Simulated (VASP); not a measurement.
# Pb in VASP: a series of runs

The runs below take Pb through single point, with PBE.

All numbers are computed with VASP 6.6.1; they aren't measurements. Logs are shortened: lines on timing, memory, paths and dates and some standing lists are left out, and cuts for length are marked.

## Step 1: The cell of the first run

It takes space group Fm-3m (No. 225, cubic). Conventional cell: a = 5.047 Å, b = 5.047 Å, c = 5.047 Å, α = 90.00°, β = 90.00°, γ = 90.00°. Within 4.7 Å of Pb (site symmetry m-3m) lie 12 Pb at 3.57 Å.

## Step 2: Single point, PBE (volume scaled by 1.06)

INCAR

```
SYSTEM = Pb
  ALGO = Fast
  EDIFF = 1E-6
  ENCUT = 520
  GGA = PE
  ISIF = 2
  ISMEAR = -1
  LASPH = .True.
  LCHARG = .False.
  LREAL = .False.
  LWAVE = .False.
  NBANDS = 13
  NELM = 100
  PREC = Accurate
  SIGMA = 0.05
```

KPOINTS

```
k-points
0
Gamma
  9 9 9
  0 0 0
```

POSCAR

```
Pb
1.0
    0.0000000000      2.5235621278      2.5235621278
    2.5235621278      0.0000000000      2.5235621278
    2.5235621278      2.5235621278      0.0000000000
Pb
1
Direct
    0.0000000000      0.0000000000      0.0000000000
```

Potentials or basis: VASP PAW PBE potentials, release 64 (Pb_d).

The run is started by

```sh
cat potpaw_PBE.64/Pb_d/POTCAR > POTCAR
mpirun -np 1 vasp_std > vasp.out
```

OUTCAR:

```text
SYSTEM = Pb
   EDIFF = 1E-6
   ENCUT = 520
   GGA = PE
   ISIF = 2
   ISMEAR = -1
   LASPH = .True.
   LREAL = .False.
   NELM = 100
   PREC = Accurate

 ion  position               nearest neighbor table
   1  0.000  0.000  0.000-

  LATTYP: Found a face centered cubic cell.
 ALAT       =     5.0471242556

  Lattice vectors:

 A1 = (   0.0000000000,   2.5235621278,   2.5235621278)
 A2 = (   2.5235621278,   0.0000000000,   2.5235621278)
 A3 = (   2.5235621278,   2.5235621278,   0.0000000000)

Analysis of symmetry for initial positions (statically):
[... 5 lines left out ...]
 face centered cubic supercell.

 Subroutine GETGRP returns: Found 48 space group operations
 (whereof 48 operations were pure point group operations)
 out of a pool of 48 trial point group operations.

The static configuration has the point symmetry O_h .

Analysis of symmetry for dynamics (positions and initial velocities):
[... 5 lines left out ...]
 face centered cubic supercell.

 Subroutine GETGRP returns: Found 48 space group operations
 (whereof 48 operations were pure point group operations)
 out of a pool of 48 trial point group operations.

The dynamic configuration has the point symmetry O_h .

 Subroutine INISYM returns: Found 48 space group operations
 (whereof 48 operations are pure point group operations),
 and found     1 'primitive' translations

----------------------------------------------------------------------------------------

                                     Primitive cell

  volume of cell :      32.1419

  direct lattice vectors                    reciprocal lattice vectors
     0.000000000  2.523562128  2.523562128    -0.198132629  0.198132629  0.198132629
     2.523562128  0.000000000  2.523562128     0.198132629 -0.198132629  0.198132629
     2.523562128  2.523562128  0.000000000     0.198132629  0.198132629 -0.198132629

  length of vectors
     3.568855787  3.568855787  3.568855787     0.343175781  0.343175781  0.343175781

  position of ions in fractional coordinates (direct lattice)
     0.000000000  0.000000000  0.000000000

  ion indices of the primitive-cell ions
   primitive index   ion index
                 1           1

----------------------------------------------------------------------------------------

 KPOINTS: k-points

Automatic generation of k-mesh.
 Grid dimensions read from file:
 generate k-points for:    9    9    9

 Generating k-lattice:

  Cartesian coordinates                     Fractional coordinates (reciprocal lattice)
    -0.022014737  0.022014737  0.022014737     0.111111111  0.000000000  0.000000000
     0.022014737 -0.022014737  0.022014737     0.000000000  0.111111111  0.000000000
     0.022014737  0.022014737 -0.022014737     0.000000000  0.000000000  0.111111111

  Length of vectors
     0.038130642  0.038130642  0.038130642

  Shift w.r.t. Gamma in fractional coordinates (k-lattice)
     0.000000000  0.000000000  0.000000000

 Subroutine IBZKPT returns following result:
 ===========================================

 Found     35 irreducible k-points:

 Following reciprocal coordinates:
            Coordinates               Weight
  0.000000  0.000000  0.000000      1.000000
  0.111111  0.000000  0.000000      8.000000
  0.222222  0.000000  0.000000      8.000000
  0.333333  0.000000  0.000000      8.000000
  0.444444  0.000000  0.000000      8.000000
  0.111111  0.111111  0.000000      6.000000
[... 16 lines left out ...]
 -0.333333  0.333333  0.000000     12.000000
  0.444444  0.444444  0.000000      6.000000
 [... further k-points ...]
   k-points           NKPTS =     35   k-points in BZ     NKDIM =     35   number of bands    NBANDS=     13
   number of dos      NEDOS =    301   number of ions     NIONS =      1
   total plane-waves  NPLWV =  21952
   dimension x,y,z NGX =    28 NGY =   28 NGZ =   28
   dimension x,y,z NGXF=    56 NGYF=   56 NGZF=   56
   ions per type =               1
   NGX,Y,Z   is equivalent  to a cutoff of  13.04, 13.04, 13.04 a.u.
   NGXF,Y,Z  is equivalent  to a cutoff of  26.09, 26.09, 26.09 a.u.
 SYSTEM =  Pb
   PREC   = accura    normal or accurate (medium, high low for compatibility)
   ISTART =      0    job   : 0-new  1-cont  2-samecut
   ICHARG =      2    charge: 1-file 2-atom 10-const
   ISPIN  =      1    spin polarized calculation?
   LNONCOLLINEAR =      F non collinear calculations
   LSORBIT =      F    spin-orbit coupling
   LASPH  =      T    aspherical Exc in radial PAW
   ENCUT  =  520.0 eV  38.22 Ry    6.18 a.u.   6.64  6.64  6.64*2*pi/ulx,y,z
   NELM   =    100;   NELMIN=  2; NELMDL= -5     # of ELM steps
   EDIFF  = 0.1E-05   stopping-criterion for ELM
   LREAL  =      F    real-space projection
   EDIFFG = 0.1E-04   stopping-criterion for IOM
   NSW    =      0    number of steps for IOM
   IBRION =     -1    ionic relax: 0-MD 1-quasi-New 2-CG
   NFREE  =      0    steps in history (QN), initial steepest desc. (CG)
   ISIF   =      2    stress and relaxation
   ISYM   =      2    0-nonsym 1-usesym 2-fastsym
   POTIM  = 0.5000    time-step for ionic-motion
   TEBEG  =    0.0;   TEEND  =   0.0 temperature during run
   PSTRESS=    0.0 pullay stress
   NELECT =      14.0000    total number of electrons
   NUPDOWN=      -1.0000    fix difference up-down
   EMIN   =  10.00;   EMAX   =-10.00  energy-range for DOS
   EFERMI =   0.00;   METHOD = LEGACY
   ISMEAR =    -1;   SIGMA  =   0.05  broadening in eV -4-tet -1-fermi 0-gaus
   EFERMI_NEDOS =   21; number of points for ismear=-14 and -15
   IALGO  =     68    algorithm
   IMIX   =      4    mixing-type and parameters
     AMIX     =   0.40;   BMIX     =  1.00
     AMIX_MAG =   1.60;   BMIX_MAG =  1.00
  volume/ion in A,a.u.               =      32.14       216.90
  Fermi-wavevector in a.u.,A,eV,Ry     =   1.240967  2.345087 20.952954  1.539999
  Thomas-Fermi vector in A             =   2.375385
   LORBIT       =      0    0 simple, 1 ext, 2 COOP (PROOUT), +10 PAW based schemes
   GGA     = PE    functional components
   LHFCALC =     F    Hartree Fock is set to
   AEXX    =    0.0000 exact exchange contribution
   IVDW    =     0    specifies the selected vdW correction
   LEPSILON=     F    determine dielectric tensor
   LRPA    =     F    only Hartree local field effects (RPA)
 non-spin polarized calculation
 RMM-DIIS sequential band-by-band and
  energy-cutoff  :      520.00
  volume of cell :       32.14
 maximum number of plane-waves:       893
   NGX = 13   NGY = 13   NGZ = 13

 number of electron      14.0000003 magnetization

 Free energy of the ion-electron system (eV)
  ---------------------------------------------------
  ext. energy  EPLUGINS =         0.00000000
  ---------------------------------------------------
  free energy    TOTEN  =        -3.58061335 eV

  energy without entropy =       -3.57729466  energy(sigma->0) =       -3.57895401

 E-fermi :   6.5209     XC(G=0):  -9.9094

 val. band max:        6.4996278449   @ k =   0.3333   0.3333   0.0000
 cond. band min:       6.5535484186   @ k =  -0.2222   0.3333   0.1111
 fundamental gap:      0.0539205737
 Fermi energy:         6.5209448538

 k-point     1 :       0.0000    0.0000    0.0000
  band No.  band energies     occupation
      1     -10.3939      2.00000
      2     -10.3939      2.00000
      3     -10.3939      2.00000
      4     -10.2771      2.00000
      5     -10.2771      2.00000
      6      -4.7278      2.00000
      7      13.6101      0.00000
      8      13.6101      0.00000
      9      13.6101      0.00000
     10      16.3669      0.00000
     11      17.2483      0.00000
     12      18.7111      0.00000
     13      18.7111      0.00000

 k-point     2 :       0.1111    0.0000    0.0000
  band No.  band energies     occupation
      1     -10.3939      2.00000
      2     -10.3801      2.00000
      3     -10.3801      2.00000
      4     -10.2770      2.00000
      5     -10.2770      2.00000
      6      -4.5045      2.00000
      7      11.3693      0.00000
      8      13.3472      0.00000
      9      13.3472      0.00000
     10      15.8711      0.00000
     11      18.3491      0.00000
     12      19.1769      0.00000
     13      19.1777      0.00000

 k-point     3 :       0.2222    0.0000    0.0000
  band No.  band energies     occupation
      1     -10.3963      2.00000
      2     -10.3637      2.00000
      3     -10.3637      2.00000
      4     -10.2576      2.00000
      5     -10.2576      2.00000
      6      -3.8402      2.00000
      7       8.0904      0.00000
      8      12.7889      0.00000
      9      12.7889      0.00000
     10      15.4330      0.00000
     11      18.2388      0.00000
     12      18.8856      0.00000
     13      18.8856      0.00000

 k-point     4 :       0.3333    0.0000    0.0000
  band No.  band energies     occupation
      1     -10.4033      2.00000
      2     -10.3716      2.00000
      3     -10.3716      2.00000
      4     -10.2078      2.00000
      5     -10.2078      2.00000
      6      -2.7881      2.00000
      7       5.1601      2.00000
      8      12.2593      0.00000
      9      12.2593      0.00000
     10      15.3017      0.00000
     11      16.9465      0.00000
     12      18.0157      0.00000
     13      18.0157      0.00000

 k-point     5 :       0.4444    0.0000    0.0000
  band No.  band energies     occupation
      1     -10.4099      2.00000
      2     -10.3826      2.00000
      3     -10.3826      2.00000
      4     -10.1690      2.00000
      5     -10.1690      2.00000
      6      -1.6621      2.00000
      7       3.0721      2.00000
      8      11.9489      0.00000
      9      11.9489      0.00000
     10      15.4778      0.00000
     11      16.0591      0.00000
     12      17.5652      0.00000
     13      17.5652      0.00000
[... 257 lines left out ...]
 k-point    22 :      -0.4444    0.3333    0.0000
  band No.  band energies     occupation
      1     -10.4674      2.00000
      2     -10.3810      2.00000
      3     -10.2258      2.00000
      4     -10.2068      2.00000
      5     -10.1582      2.00000
      6      -0.4156      2.00000
      7       4.3623      2.00000
      8       6.2609      1.98904
      9       9.4020      0.00000
     10      12.8942      0.00000
     11      16.9383      0.00000
     12      22.3479      0.00000
     13      22.3515      0.00000

 k-point    23 :      -0.3333    0.3333    0.0000
  band No.  band energies     occupation
      1     -10.4370      2.00000
      2     -10.3041      2.00000
      3     -10.2653      2.00000
      4     -10.2488      2.00000
      5     -10.1952      2.00000
      6      -0.5469      2.00000
      7       4.9454      2.00000
      8       5.2222      2.00000
      9      10.1286      0.00000
     10      13.3867      0.00000
     11      19.9705      0.00000
     12      21.5920      0.00000
     13      21.7674      0.00000

 k-point    24 :       0.4444    0.4444    0.0000
  band No.  band energies     occupation
      1     -10.5242      2.00000
      2     -10.4445      2.00000
      3     -10.1762      2.00000
      4     -10.1428      2.00000
      5     -10.1428      2.00000
      6      -0.5239      2.00000
      7       4.0745      2.00000
      8       8.7239      0.00000
      9       8.7239      0.00000
     10      11.9602      0.00000
     11      13.1649      0.00000
     12      24.5732      0.00000
     13      26.0103      0.00000

 [... further k-points ...]
[... 5 lines left out ...]
  --------------------------------------------------------------------------------------
  -------------------------------------------------------------------------------------
  Total       -0.0684797     -0.0684797     -0.0684797     -0.0000000     -0.0000000      0.0000000
  in kB       -3.4135041     -3.4135041     -3.4135041     -0.0000000     -0.0000000      0.0000000
  external PRESSURE =      -3.4135041 kB  Pullay stress =       0.0000000 kB

 VOLUME and BASIS-vectors are now :
 -----------------------------------------------------------------------------
  energy-cutoff  :      520.00
  volume of cell :       32.14
      direct lattice vectors                 reciprocal lattice vectors
     0.000000000  2.523562128  2.523562128    -0.198132629  0.198132629  0.198132629
     2.523562128  0.000000000  2.523562128     0.198132629 -0.198132629  0.198132629
     2.523562128  2.523562128  0.000000000     0.198132629  0.198132629 -0.198132629

 POSITION                                       TOTAL-FORCE (eV/Angst)
 -----------------------------------------------------------------------------------
      0.00000      0.00000      0.00000         0.000000      0.000000      0.000000
 -----------------------------------------------------------------------------------
    total drift:                               -0.000000     -0.000000     -0.000000

  FREE ENERGIE OF THE ION-ELECTRON SYSTEM (eV)
  ---------------------------------------------------
  free  energy   TOTEN  =        -3.5806133462 eV

  energy  without entropy=       -3.5772946646  energy(sigma->0) =       -3.57895401
```

Run time: 7.1 s. Hardware: 1 thread of Intel Xeon 6975P-C (Granite Rapids), shared host; peak memory 0.15 GiB.

What came out:

| Quantity | Value |
| --- | --- |
| Free energy | -3.5806 eV |
| Pressure | -0.3 GPa |
| Band gap on the k mesh | zero (band 7 reaches 13.61 eV, above the bottom of band 8 at 5.22 eV) |

Caveat: spin-orbit coupling is left out, which moves the levels of the heavy elements.

## Step 3: Single point, PBE (the cell strained at random)

INCAR

```
SYSTEM = Pb
ALGO     = Fast           ! electronic algorithm
EDIFF    = 1E-6           ! SCF threshold, eV
ENCUT    = 520            ! plane-wave cutoff, eV
GGA      = PE             ! functional
ISIF     = 2              ! what is computed and relaxed
ISMEAR   = -1             ! smearing method
LASPH    = .TRUE.         ! aspherical terms in the spheres
LCHARG   = .TRUE.         ! write CHGCAR
LELF     = .TRUE.         ! ELF
LREAL    = .FALSE.        ! projectors in reciprocal space
LVHAR    = .TRUE.       
LWAVE    = .FALSE.        ! write WAVECAR
NBANDS   = 13             ! bands
NELM     = 60             ! most SCF steps
PREC     = Accurate       ! precision mode
SIGMA    = 0.05           ! smearing width, eV
```

KPOINTS

```
k-points
0
G
  9 9 9
  0 0 0
```

POSCAR

```
Pb
1.0
   -0.0069630000      2.4696840000      2.4484290000
    2.4475870000     -0.0269830000      2.4684490000
    2.4538240000      2.4959410000     -0.0332200000
Pb
1
Direct
   -0.0123650000      0.0070870000      0.0165600000
```

Potentials or basis: VASP PAW PBE potentials, release 64 (Pb_d).

The run is started by

```sh
cat potpaw_PBE.64/Pb_d/POTCAR > POTCAR
mpirun -np 1 vasp_std > vasp.out
```

Run time: 62 s. Hardware: 1 thread of Intel Xeon 6975P-C (Granite Rapids), shared host; peak memory 0.26 GiB.

The run converged. Its results:

```yaml
Free_energy: -3.5684 eV
Pressure: 2.3 GPa
Band_gap_on_the_k_mesh: zero (band 7 reaches 14.46 eV, above the bottom of band 8 at 5.68 eV)
```

Stress tensor (GPa, compression positive):
```
 2.47 -0.01  0.18
-0.01  2.08  0.77
 0.18  0.77  2.26
```

Levels at points of the mesh, in eV from the Fermi level:
| k point | band 3 | band 4 | band 5 | band 6 | band 7 | band 8 | band 9 | band 10 | band 11 | band 12 |
| --- | --- | --- | --- | --- | --- | --- | --- | --- | --- | --- |
| (0.00, 0.00, 0.00) | -16.93 | -16.81 | -16.79 | -11.62 | 7.32 | 7.52 | 7.81 | 9.93 | 11.40 | 12.36 |

Caveat: the cell differs from its parent crystal (the cell strained at random); spin-orbit coupling is left out, which moves the levels of the heavy elements.

[end of part 1 of 2]
